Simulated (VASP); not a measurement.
Wanted: the native input for a VASP 6.6.1 run.

| Property | Result |
| --- | --- |
| Task | single point |
| Functional | LDA |
| Potentials or basis | VASP PAW LDA potentials, release 64 (W_sv) |
| Cutoff | 520 eV |
| k mesh | 22 × 22 × 22 |
| Occupations | gaussian, width 0.15 eV |
| Spin | no spin polarisation |
| Dipole correction | no |
| Further INCAR settings | ALGO = Fast; EDIFF = 1e-06; NBANDS = 13 |

The structure of W lies in POSCAR:

```
W
1.0
   -1.7990838081      1.5955206916      1.5955206916
    1.5955206916     -1.7990838081      1.5955206916
    1.5955206916      1.5955206916     -1.7990838081
W
1
Direct
    0.0000000000      0.0000000000      0.0000000000
```

One way to write it, as run:

INCAR

```
SYSTEM = W
PREC     = Accurate       ! precision mode
ENCUT    = 520            ! plane-wave cutoff, eV
EDIFF    = 1E-6           ! SCF threshold, eV
ISMEAR   = 0              ! smearing method
SIGMA    = 0.15           ! smearing width, eV
LREAL    = .FALSE.        ! projectors in reciprocal space
LASPH    = .TRUE.         ! aspherical terms in the spheres
NELM     = 80             ! most SCF steps
ALGO     = Fast           ! electronic algorithm
ISIF     = 2              ! what is computed and relaxed
LWAVE    = .FALSE.        ! write WAVECAR
LCHARG   = .FALSE.        ! write CHGCAR
GGA      = CA             ! functional
NBANDS   = 13             ! bands
```

KPOINTS

```
regular mesh
0
G
  22 22 22
  0 0 0
```

Potentials or basis: VASP PAW LDA potentials, release 64 (W_sv).

Command:

```bash
$ cat potpaw_LDA.64/W_sv/POTCAR > POTCAR
$ mpirun -np 1 vasp_std > vasp.out
```

It gave:

* Pressure: 1.2 GPa
* Band gap on the k mesh: zero (bands 7 and 8 overlap by 4.77 eV)

Caveat: spin-orbit coupling is left out, which moves the levels of the heavy elements.

It took 2.3 min on 1 thread of AMD EPYC 9R45 96-Core Processor (Zen 5), with other jobs on the host, peak memory 0.27 GiB.
